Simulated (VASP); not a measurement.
# Zn (P6_3/mmc) in VASP: further runs

Runs on Zn. Level: PBEsol. Tasks: single point.

Everything below comes from runs of VASP 6.6.1. Logs are shortened: lines on timing, memory, paths and dates and some standing lists are left out, and cuts for length are marked.

## 1. The cell of the first run

It takes space group P6_3/mmc (No. 194, hexagonal). Conventional cell: a = 2.514 Å, b = 2.514 Å, c = 4.190 Å, α = 90.00°, β = 90.00°, γ = 120.00°. Zn (site symmetry -6m2) has 12 Zn at 2.51 to 2.55 Å within 3.3 Å.

## 2. Single point, PBEsol

Input file INCAR:

```
PREC = Accurate
ENCUT = 520
EDIFF = 1E-6
ISMEAR = -1
SIGMA = 0.05
LREAL = F
LASPH = T
NELM = 80
ALGO = Normal
ISIF = 2
LWAVE = F
LCHARG = T
GGA = PS
LELF = T
LVHAR = T
NBANDS = 19
```

Input file KPOINTS:

```
Automatic mesh
0
Gamma
  11 11 6
```

Input file POSCAR:

```
Zn
1.0
    2.5135619269      0.0000000000      0.0000000000
   -1.2567809634      2.1768084826      0.0000000000
    0.0000000000      0.0000000000      4.1895202221
Zn
2
Direct
    0.6666666667      0.3333333333      0.7500000000
    0.3333333333      0.6666666667      0.2500000000
```

Potentials or basis: VASP PAW PBE potentials, release 64 (Zn).

Started as:

```bash
> cat potpaw_PBE.64/Zn/POTCAR > POTCAR
> mpirun -np 1 vasp_std > vasp.out
```

OUTCAR:

```text
PREC = Accurate
   ENCUT = 520
   EDIFF = 1E-6
   ISMEAR = -1
   LREAL = F
   LASPH = T
   NELM = 80
   ISIF = 2
   GGA = PS

 ion  position               nearest neighbor table
   1  0.667  0.333  0.750-   2 2.55   2 2.55   2 2.55   2 2.55   2 2.55   2 2.55
   2  0.333  0.667  0.250-   1 2.55   1 2.55   1 2.55   1 2.55   1 2.55   1 2.55

  LATTYP: Found a hexagonal cell.
 ALAT       =     2.5135619269
 C/A-ratio  =     1.6667662639

  Lattice vectors:

 A1 = (   2.5135619269,   0.0000000000,   0.0000000000)
 A2 = (  -1.2567809634,   2.1768084826,   0.0000000000)
 A3 = (   0.0000000000,   0.0000000000,   4.1895202221)

Analysis of symmetry for initial positions (statically):
=====================================================================
 Subroutine PRICEL returns:
 Original cell was already a primitive cell.

 Routine SETGRP: Setting up the symmetry group for a
 hexagonal supercell.

 Subroutine GETGRP returns: Found 24 space group operations
 (whereof 12 operations were pure point group operations)
 out of a pool of 24 trial point group operations.

The static configuration has the point symmetry D_3d.
 The point group associated with its full space group is D_6h.

Analysis of symmetry for dynamics (positions and initial velocities):
=====================================================================
 Subroutine PRICEL returns:
 Original cell was already a primitive cell.

 Routine SETGRP: Setting up the symmetry group for a
 hexagonal supercell.

 Subroutine GETGRP returns: Found 24 space group operations
 (whereof 12 operations were pure point group operations)
 out of a pool of 24 trial point group operations.

The dynamic configuration has the point symmetry D_3d.
 The point group associated with its full space group is D_6h.

 Subroutine INISYM returns: Found 24 space group operations
 (whereof 12 operations are pure point group operations),
 and found     1 'primitive' translations

----------------------------------------------------------------------------------------

                                     Primitive cell

  volume of cell :      22.9231

  direct lattice vectors                    reciprocal lattice vectors
     2.513561927  0.000000000  0.000000000     0.397841799  0.229694070  0.000000000
    -1.256780963  2.176808483  0.000000000     0.000000000  0.459388140  0.000000000
     0.000000000  0.000000000  4.189520222     0.000000000  0.000000000  0.238690816

  length of vectors
     2.513561927  2.513561927  4.189520222     0.459388140  0.459388140  0.238690816

  position of ions in fractional coordinates (direct lattice)
     0.666666667  0.333333333  0.750000000
     0.333333333  0.666666667  0.250000000

  ion indices of the primitive-cell ions
   primitive index   ion index
                 1           1
                 2           2

----------------------------------------------------------------------------------------

 KPOINTS: Automatic mesh

Automatic generation of k-mesh.
 Grid dimensions read from file:
 generate k-points for:   11   11    6

 Generating k-lattice:

  Cartesian coordinates                     Fractional coordinates (reciprocal lattice)
     0.036167436  0.020881279  0.000000000     0.090909091  0.000000000  0.000000000
     0.000000000  0.041762558  0.000000000     0.000000000  0.090909091  0.000000000
     0.000000000  0.000000000  0.039781803     0.000000000  0.000000000  0.166666667

  Length of vectors
     0.041762558  0.041762558  0.039781803

  Shift w.r.t. Gamma in fractional coordinates (k-lattice)
     0.000000000  0.000000000  0.000000000

 Subroutine IBZKPT returns following result:
 ===========================================

 Found     64 irreducible k-points:

 Following reciprocal coordinates:
            Coordinates               Weight
  0.000000  0.000000  0.000000      1.000000
  0.090909  0.000000  0.000000      6.000000
  0.181818  0.000000  0.000000      6.000000
  0.272727  0.000000  0.000000      6.000000
  0.363636  0.000000  0.000000      6.000000
  0.454545  0.000000  0.000000      6.000000
[... 16 lines left out ...]
  0.090909  0.090909  0.166667     12.000000
  0.181818  0.090909  0.166667     24.000000
 [... further k-points ...]
   k-points           NKPTS =     64   k-points in BZ     NKDIM =     64   number of bands    NBANDS=     19
   number of dos      NEDOS =    301   number of ions     NIONS =      2
   total plane-waves  NPLWV =  12800
   dimension x,y,z NGX =    20 NGY =   20 NGZ =   32
   dimension x,y,z NGXF=    40 NGYF=   40 NGZF=   64
   ions per type =               2
   NGX,Y,Z   is equivalent  to a cutoff of  13.23, 13.23, 12.70 a.u.
   NGXF,Y,Z  is equivalent  to a cutoff of  26.46, 26.46, 25.40 a.u.
 SYSTEM =  unknown system
   PREC   = accura    normal or accurate (medium, high low for compatibility)
   ISTART =      0    job   : 0-new  1-cont  2-samecut
   ICHARG =      2    charge: 1-file 2-atom 10-const
   ISPIN  =      1    spin polarized calculation?
   LNONCOLLINEAR =      F non collinear calculations
   LSORBIT =      F    spin-orbit coupling
   LASPH  =      T    aspherical Exc in radial PAW
   ENCUT  =  520.0 eV  38.22 Ry    6.18 a.u.   4.67  4.67  7.79*2*pi/ulx,y,z
   NELM   =     80;   NELMIN=  2; NELMDL= -5     # of ELM steps
   EDIFF  = 0.1E-05   stopping-criterion for ELM
   LREAL  =      F    real-space projection
   EDIFFG = 0.1E-04   stopping-criterion for IOM
   NSW    =      0    number of steps for IOM
   IBRION =     -1    ionic relax: 0-MD 1-quasi-New 2-CG
   NFREE  =      0    steps in history (QN), initial steepest desc. (CG)
   ISIF   =      2    stress and relaxation
   ISYM   =      2    0-nonsym 1-usesym 2-fastsym
   POTIM  = 0.5000    time-step for ionic-motion
   TEBEG  =    0.0;   TEEND  =   0.0 temperature during run
   PSTRESS=    0.0 pullay stress
   NELECT =      24.0000    total number of electrons
   NUPDOWN=      -1.0000    fix difference up-down
   EMIN   =  10.00;   EMAX   =-10.00  energy-range for DOS
   EFERMI =   0.00;   METHOD = LEGACY
   ISMEAR =    -1;   SIGMA  =   0.05  broadening in eV -4-tet -1-fermi 0-gaus
   EFERMI_NEDOS =   21; number of points for ismear=-14 and -15
   IALGO  =     38    algorithm
   IMIX   =      4    mixing-type and parameters
     AMIX     =   0.40;   BMIX     =  1.00
     AMIX_MAG =   1.60;   BMIX_MAG =  1.00
  volume/ion in A,a.u.               =      11.46        77.35
  Fermi-wavevector in a.u.,A,eV,Ry     =   1.662343  3.141372 37.598109  2.763383
  Thomas-Fermi vector in A             =   2.749250
   LORBIT       =      0    0 simple, 1 ext, 2 COOP (PROOUT), +10 PAW based schemes
   GGA     = PS    functional components
   LHFCALC =     F    Hartree Fock is set to
   AEXX    =    0.0000 exact exchange contribution
   IVDW    =     0    specifies the selected vdW correction
   LEPSILON=     F    determine dielectric tensor
   LRPA    =     F    only Hartree local field effects (RPA)
 non-spin polarized calculation
  energy-cutoff  :      520.00
  volume of cell :       22.92
 maximum number of plane-waves:       640
 NGX is ok and might be reduce to    20
   NGX =  9   NGY =  9   NGZ = 15

 number of electron      24.0000003 magnetization

 Free energy of the ion-electron system (eV)
  ---------------------------------------------------
  ext. energy  EPLUGINS =         0.00000000
  ---------------------------------------------------
  free energy    TOTEN  =        -2.77795733 eV

  energy without entropy =       -2.77602644  energy(sigma->0) =       -2.77699189

 E-fermi :   5.7451     XC(G=0): -13.2888

 val. band max:        5.6891822311   @ k =   0.2727   0.0909   0.0000
 cond. band min:       5.8504614113   @ k =   0.4545   0.0909   0.5000
 fundamental gap:      0.1612791803
 Fermi energy:         5.7450986234

 k-point     1 :       0.0000    0.0000    0.0000
  band No.  band energies     occupation
      1      -7.6787      2.00000
      2      -4.6903      2.00000
      3      -3.3953      2.00000
      4      -3.2812      2.00000
      5      -3.2812      2.00000
      6      -3.1400      2.00000
[... 11 lines left out ...]
     18      25.9713      0.00000
     19      26.2532      0.00000

 k-point     2 :       0.0909    0.0000    0.0000
  band No.  band energies     occupation
      1      -7.4052      2.00000
      2      -4.5702      2.00000
      3      -3.4480      2.00000
      4      -3.2385      2.00000
      5      -3.2010      2.00000
      6      -3.1669      2.00000
[... 11 lines left out ...]
     18      27.9576      0.00000
     19      28.2403      0.00000

 k-point     3 :       0.1818    0.0000    0.0000
  band No.  band energies     occupation
      1      -6.6166      2.00000
      2      -4.3022      2.00000
      3      -3.5500      2.00000
      4      -3.2872      2.00000
      5      -3.2770      2.00000
      6      -3.0345      2.00000
[... 11 lines left out ...]
     18      24.4491      0.00000
     19      27.5406      0.00000

 k-point     4 :       0.2727    0.0000    0.0000
  band No.  band energies     occupation
      1      -5.4809      2.00000
      2      -4.1931      2.00000
      3      -3.7226      2.00000
      4      -3.4805      2.00000
      5      -3.2944      2.00000
      6      -3.1308      2.00000
[... 11 lines left out ...]
     18      22.0351      0.00000
     19      26.4278      0.00000

 k-point     5 :       0.3636    0.0000    0.0000
  band No.  band energies     occupation
      1      -4.6264      2.00000
      2      -4.3014      2.00000
      3      -4.0371      2.00000
      4      -3.2319      2.00000
      5      -3.1746      2.00000
      6      -3.1197      2.00000
[... 11 lines left out ...]
     18      21.2960      0.00000
     19      24.9643      0.00000
[... 334 lines left out ...]
      2      -4.2789      2.00000
      3      -3.9194      2.00000
      4      -3.5632      2.00000
      5      -3.1770      2.00000
      6      -3.1166      2.00000
[... 11 lines left out ...]
     18      21.4179      0.00000
     19      23.2746      0.00000

 k-point    22 :       0.4545    0.0000    0.1667
  band No.  band energies     occupation
      1      -4.5455      2.00000
      2      -4.4010      2.00000
      3      -3.9752      2.00000
      4      -3.5679      2.00000
      5      -3.2265      2.00000
      6      -3.0023      2.00000
[... 11 lines left out ...]
     18      21.0954      0.00000
     19      22.5972      0.00000

 k-point    23 :       0.0909    0.0909    0.1667
  band No.  band energies     occupation
      1      -6.6382      2.00000
      2      -4.3515      2.00000
      3      -3.5265      2.00000
      4      -3.3441      2.00000
      5      -3.2957      2.00000
      6      -3.1212      2.00000
[... 11 lines left out ...]
     18      24.0408      0.00000
     19      25.8204      0.00000

 k-point    24 :       0.1818    0.0909    0.1667
  band No.  band energies     occupation
      1      -5.6877      2.00000
      2      -4.0856      2.00000
      3      -3.6635      2.00000
      4      -3.5819      2.00000
      5      -3.3545      2.00000
      6      -3.1434      2.00000
[... 11 lines left out ...]
     18      23.5905      0.00000
     19      24.8676      0.00000

 [... further k-points ...]
[... 5 lines left out ...]
  --------------------------------------------------------------------------------------
  -------------------------------------------------------------------------------------
  Total        4.4337080      4.4337080      4.4218090      0.0000000      0.0000000      0.0000000
  in kB      309.8871516    309.8871516    309.0554906      0.0000000      0.0000000      0.0000000
  external PRESSURE =     309.6099312 kB  Pullay stress =       0.0000000 kB

 VOLUME and BASIS-vectors are now :
 -----------------------------------------------------------------------------
  energy-cutoff  :      520.00
  volume of cell :       22.92
      direct lattice vectors                 reciprocal lattice vectors
     2.513561927  0.000000000  0.000000000     0.397841799  0.229694070  0.000000000
    -1.256780963  2.176808483  0.000000000     0.000000000  0.459388140  0.000000000
     0.000000000  0.000000000  4.189520222     0.000000000  0.000000000  0.238690816

 POSITION                                       TOTAL-FORCE (eV/Angst)
 -----------------------------------------------------------------------------------
      1.25678      0.72560      3.14214        -0.000000      0.000000      0.000000
     -0.00000      1.45121      1.04738         0.000000     -0.000000      0.000000
 -----------------------------------------------------------------------------------
    total drift:                               -0.000000      0.000000      0.000000

  FREE ENERGIE OF THE ION-ELECTRON SYSTEM (eV)
  ---------------------------------------------------
  free  energy   TOTEN  =        -2.7779573309 eV

  energy  without entropy=       -2.7760264396  energy(sigma->0) =       -2.77699189
```

Run time: 45 s. Hardware: 1 thread of AMD EPYC 7R13, shared host; peak memory 0.12 GiB.

What came out:

```yaml
Free_energy: -2.7780 eV
Pressure: 31.0 GPa
Band_gap_on_the_k_mesh: zero (band 12 reaches 6.84 eV, above the bottom of band 13 at 4.08 eV)
```

Levels at points of the mesh, in eV from the Fermi level:
```
           k point  band 8  band 9  band 10  band 11  band 12  band 13  band 14  band 15  band 16  band 17
(0.00, 0.00, 0.00)   -8.61   -8.61    -8.06    -8.06    -4.97    -1.66    18.38    18.38    19.30    20.23
(0.00, 0.00, 0.50)   -9.05   -8.24    -8.24    -8.24    -8.24     7.80     7.80    20.09    20.09    20.35
```

Caveat: the PAW data sets were made with another functional, which shifts forces and pressure a little.

(Continued in part 2 of 2.)
